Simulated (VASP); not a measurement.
PbSe: elastic constants with PBE

PbSe:

```xyz
2
Lattice="3.7843 0.0000 0.0000 0.0000 3.7843 0.0000 0.0000 0.0000 3.7843" Properties=species:S:1:pos:R:3 pbc="T T T"
Pb    0.0000    0.0000    0.0000
Se    1.8922    1.8922    1.8922
```

```yaml
Program: VASP 6.6.1
Task: elastic constants
Functional: PBE
Potentials_or_basis: VASP PAW PBE potentials, release 64 (Pb_d, Se)
Cutoff: 600 eV
k_mesh: 5 × 5 × 5
Occupations: fermi-dirac, width 0.05 eV
Spin: no spin polarisation
Dipole_correction: no
Ions_in_elastic_constants: relaxed
Further_INCAR_settings: ALGO = Normal; EDIFF = 1e-08; NBANDS = 17; IBRION = 6; POTIM = 0.015; NSW = 1; ISIF = 3
```

- Elastic constants C11, C12, C44: 81, 35, 3 GPa
- Voigt bulk modulus: 50 GPa
- Highest phonon frequency at Γ, LO-TO splitting left out: 0 cm⁻¹
- Most unstable mode: 70i cm⁻¹

Phonon frequencies in cm⁻¹ (negative: imaginary):
| q point | frequencies |
| --- | --- |
| (0.000, 0.000, 0.000) | -70 -70 -70 0 0 0 |

Elastic tensor in Voigt notation (GPa, in the Cartesian axes of the cell as first typed):
```
81 35 35  0  0  0
35 81 35  0  0  0
35 35 81  0  0  0
 0  0  0  3  0  0
 0  0  0  0  3  0
 0  0  0  0  0  3
```

Clamped-ion elastic tensor (GPa):
```
81 35 35  0  0  0
35 81 35  0  0  0
35 35 81  0  0  0
 0  0  0  3  0  0
 0  0  0  0  3  0
 0  0  0  0  0  3
```

Wall time 5.3 min on 1 thread of Intel(R) Xeon(R) Platinum 8259CL CPU @ 2.50GHz (Skylake/Cascade Lake), with other jobs on the host, peak memory 0.24 GiB.

Caveat: some modes are imaginary.
